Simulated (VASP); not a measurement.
# Lu (Pm-3m) in VASP: single point with LDA

Aim: the single point of Lu with LDA.

Program: VASP 6.6.1. These are calculated values, not measurements. Logs are shortened: lines on timing, memory, paths and dates and some standing lists are left out, and cuts for length are marked.

## (1) The cell of the first run

The structure is cubic, space group Pm-3m (No. 221). Conventional cell: a = 4.102 Å, b = 4.102 Å, c = 4.102 Å, α = 90.00°, β = 90.00°, γ = 90.00°. Within 5.4 Å of Lu (site symmetry m-3m) lie 6 Lu at 4.10 Å.

## (2) Single point, LDA

Input file INCAR:

```
ALGO     = Normal         # electronic algorithm
EDIFF    = 1E-6           # SCF threshold, eV
ENCUT    = 520            # plane-wave cutoff, eV
GGA      = CA             # functional
ISIF     = 2              # what is computed and relaxed
ISMEAR   = -1             # smearing method
LASPH    = True           # aspherical terms in the spheres
LCHARG   = False          # write CHGCAR
LREAL    = False          # projectors in reciprocal space
LWAVE    = False          # write WAVECAR
NBANDS   = 18             # bands
NELM     = 100            # most SCF steps
PREC     = Accurate       # precision mode
SIGMA    = 0.15           # smearing width, eV
```

Input file KPOINTS:

```
k-points
0
Gamma
  6 6 6
```

Input file POSCAR:

```
Lu
1.0
    4.1024500000      0.0000000000      0.0000000000
    0.0000000000      4.1024500000      0.0000000000
    0.0000000000      0.0000000000      4.1024500000
Lu
1
Direct
    0.5000000000      0.5000000000      0.5000000000
```

Potentials or basis: VASP PAW PBE potentials, release 64 (Lu).

Launch:

```sh
> cat potpaw_PBE.64/Lu/POTCAR > POTCAR
> mpirun -np 1 vasp_std > vasp.out
```

OUTCAR:

```text
EDIFF = 1E-6
   ENCUT = 520
   GGA = CA
   ISIF = 2
   ISMEAR = -1
   LASPH = True
   LREAL = False
   NELM = 100
   PREC = Accurate

 ion  position               nearest neighbor table
   1  0.500  0.500  0.500-

  LATTYP: Found a simple cubic cell.
 ALAT       =     4.1024500000

  Lattice vectors:

 A1 = (   4.1024500000,   0.0000000000,   0.0000000000)
 A2 = (   0.0000000000,   4.1024500000,   0.0000000000)
 A3 = (   0.0000000000,   0.0000000000,   4.1024500000)

Analysis of symmetry for initial positions (statically):
=====================================================================
 Subroutine PRICEL returns:
 Original cell was already a primitive cell.

 Routine SETGRP: Setting up the symmetry group for a
 simple cubic supercell.

 Subroutine GETGRP returns: Found 48 space group operations
 (whereof 48 operations were pure point group operations)
 out of a pool of 48 trial point group operations.

The static configuration has the point symmetry O_h .

Analysis of symmetry for dynamics (positions and initial velocities):
=====================================================================
 Subroutine PRICEL returns:
 Original cell was already a primitive cell.

 Routine SETGRP: Setting up the symmetry group for a
 simple cubic supercell.

 Subroutine GETGRP returns: Found 48 space group operations
 (whereof 48 operations were pure point group operations)
 out of a pool of 48 trial point group operations.

The dynamic configuration has the point symmetry O_h .

 Subroutine INISYM returns: Found 48 space group operations
 (whereof 48 operations are pure point group operations),
 and found     1 'primitive' translations

----------------------------------------------------------------------------------------

                                     Primitive cell

  volume of cell :      69.0446

  direct lattice vectors                    reciprocal lattice vectors
     4.102450000  0.000000000  0.000000000     0.243756779  0.000000000  0.000000000
     0.000000000  4.102450000  0.000000000     0.000000000  0.243756779  0.000000000
     0.000000000  0.000000000  4.102450000     0.000000000  0.000000000  0.243756779

  length of vectors
     4.102450000  4.102450000  4.102450000     0.243756779  0.243756779  0.243756779

  position of ions in fractional coordinates (direct lattice)
     0.500000000  0.500000000  0.500000000
[... 65 lines left out ...]
   ISPIN  =      1    spin polarized calculation?
   LNONCOLLINEAR =      F non collinear calculations
   LSORBIT =      F    spin-orbit coupling
   LASPH  =      T    aspherical Exc in radial PAW
   ENCUT  =  520.0 eV  38.22 Ry    6.18 a.u.   7.63  7.63  7.63*2*pi/ulx,y,z
   NELM   =    100;   NELMIN=  2; NELMDL= -5     # of ELM steps
   EDIFF  = 0.1E-05   stopping-criterion for ELM
   LREAL  =      F    real-space projection
   EDIFFG = 0.1E-04   stopping-criterion for IOM
   NSW    =      0    number of steps for IOM
   IBRION =     -1    ionic relax: 0-MD 1-quasi-New 2-CG
   NFREE  =      0    steps in history (QN), initial steepest desc. (CG)
   ISIF   =      2    stress and relaxation
   ISYM   =      2    0-nonsym 1-usesym 2-fastsym
   POTIM  = 0.5000    time-step for ionic-motion
   TEBEG  =    0.0;   TEEND  =   0.0 temperature during run
   PSTRESS=    0.0 pullay stress
   NELECT =      25.0000    total number of electrons
   NUPDOWN=      -1.0000    fix difference up-down
   EMIN   =  10.00;   EMAX   =-10.00  energy-range for DOS
   EFERMI =   0.00;   METHOD = LEGACY
   ISMEAR =    -1;   SIGMA  =   0.15  broadening in eV -4-tet -1-fermi 0-gaus
   EFERMI_NEDOS =   21; number of points for ismear=-14 and -15
   IALGO  =     38    algorithm
   IMIX   =      4    mixing-type and parameters
     AMIX     =   0.40;   BMIX     =  1.00
     AMIX_MAG =   1.60;   BMIX_MAG =  1.00
  volume/ion in A,a.u.               =      69.04       465.94
  Fermi-wavevector in a.u.,A,eV,Ry     =   1.166841  2.205009 18.524564  1.361517
  Thomas-Fermi vector in A             =   2.303349
   LORBIT       =      0    0 simple, 1 ext, 2 COOP (PROOUT), +10 PAW based schemes
   GGA     = CA    functional components
   LHFCALC =     F    Hartree Fock is set to
   AEXX    =    0.0000 exact exchange contribution
   IVDW    =     0    specifies the selected vdW correction
   LEPSILON=     F    determine dielectric tensor
   LRPA    =     F    only Hartree local field effects (RPA)
 non-spin polarized calculation
  energy-cutoff  :      520.00
  volume of cell :       69.04
 maximum number of plane-waves:      1881
 NGX is ok and might be reduce to    32
   NGX = 15   NGY = 15   NGZ = 15

 number of electron      25.0000011 magnetization

 Free energy of the ion-electron system (eV)
  ---------------------------------------------------
  ext. energy  EPLUGINS =         0.00000000
  ---------------------------------------------------
  free energy    TOTEN  =        -2.81096342 eV

  energy without entropy =       -2.58858700  energy(sigma->0) =       -2.69977521

 E-fermi :  -0.6391     XC(G=0):  -7.3731

 val. band max:       -0.6491614376   @ k =   0.3333   0.3333   0.0000
 cond. band min:      -0.6355704314   @ k =   0.3333   0.0000   0.0000
 fundamental gap:      0.0135910062
 Fermi energy:        -0.6391297143

 k-point     1 :       0.0000    0.0000    0.0000
  band No.  band energies     occupation
      1     -58.5987      2.00000
      2     -29.3266      2.00000
      3     -29.3266      2.00000
      4     -29.3266      2.00000
      5      -7.5022      2.00000
      6      -7.5022      2.00000
[... 397 lines left out ...]
      5      -7.5042      2.00000
      6      -7.5016      2.00000
[... 10 lines left out ...]
     17       2.4206      0.00000
     18       2.5279      0.00000

------------------------ aborting loop because EDIFF is reached ----------------------------------------

  FORCE on cell =-STRESS in cart. coord.  units (eV):
  Direction    XX          YY          ZZ          XY          YZ          ZX
  --------------------------------------------------------------------------------------
  -------------------------------------------------------------------------------------
  Total       -2.6722316     -2.6722316     -2.6722316      0.0000000      0.0000000     -0.0000000
  in kB      -62.0090082    -62.0090082    -62.0090082      0.0000000      0.0000000     -0.0000000
  external PRESSURE =     -62.0090082 kB  Pullay stress =       0.0000000 kB

 VOLUME and BASIS-vectors are now :
 -----------------------------------------------------------------------------
  energy-cutoff  :      520.00
  volume of cell :       69.04
      direct lattice vectors                 reciprocal lattice vectors
     4.102450000  0.000000000  0.000000000     0.243756779  0.000000000  0.000000000
     0.000000000  4.102450000  0.000000000     0.000000000  0.243756779  0.000000000
     0.000000000  0.000000000  4.102450000     0.000000000  0.000000000  0.243756779

 POSITION                                       TOTAL-FORCE (eV/Angst)
 -----------------------------------------------------------------------------------
      2.05123      2.05123      2.05123         0.000000      0.000000      0.000000
 -----------------------------------------------------------------------------------
    total drift:                                0.000000      0.000000     -0.000000

  FREE ENERGIE OF THE ION-ELECTRON SYSTEM (eV)
  ---------------------------------------------------
  free  energy   TOTEN  =        -2.8109634233 eV

  energy  without entropy=       -2.5885870002  energy(sigma->0) =       -2.69977521
```

It took 32 s on 1 thread of AMD EPYC 7R13, shared host; peak memory 0.14 GiB.

What came out:

* Free energy: -2.8110 eV
* Pressure: -6.2 GPa

Caveat: the PAW data sets were made with another functional, which shifts forces and pressure a little; spin-orbit coupling is left out, which moves the levels of the heavy elements.
